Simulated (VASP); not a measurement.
Here is a VASP 6.6.1 calculation.

INCAR

```
PREC     = Accurate       # precision mode
ENCUT    = 520            # plane-wave cutoff, eV
EDIFF    = 1E-7           # SCF threshold, eV
ISMEAR   = -1             # smearing method
SIGMA    = 0.1            # smearing width, eV
LREAL    = False          # projectors in reciprocal space
LASPH    = True           # aspherical terms in the spheres
NELM     = 100            # most SCF steps
ALGO     = Normal         # electronic algorithm
ISIF     = 2              # what is computed and relaxed
LWAVE    = False          # write WAVECAR
LCHARG   = False          # write CHGCAR
GGA      = PE             # functional
NBANDS   = 14             # bands
```

File KPOINTS:

```
Automatic mesh
0
Gamma
  16 16 16
```

File POSCAR:

```
Bi
1.0
    3.2774038178      0.0000000000      0.0000000000
    0.0000000000      3.2774038178      0.0000000000
    0.0000000000      0.0000000000      3.2774038178
Bi
1
Direct
    0.0000000000      0.0000000000      0.0000000000
```

Potentials or basis: VASP PAW PBE potentials, release 64 (Bi_d).

Command:

```console
$ cat potpaw_PBE.64/Bi_d/POTCAR > POTCAR
$ mpirun -np 1 vasp_std > vasp.out
```

Task: Predict the band gap on the k mesh.

Result: Zero (an odd number of electrons rules out a gap without spin polarisation).

Task: Estimate the pressure.

Result: -0.1 GPa.

Caveat: spin-orbit coupling is left out, which moves the levels of the heavy elements.
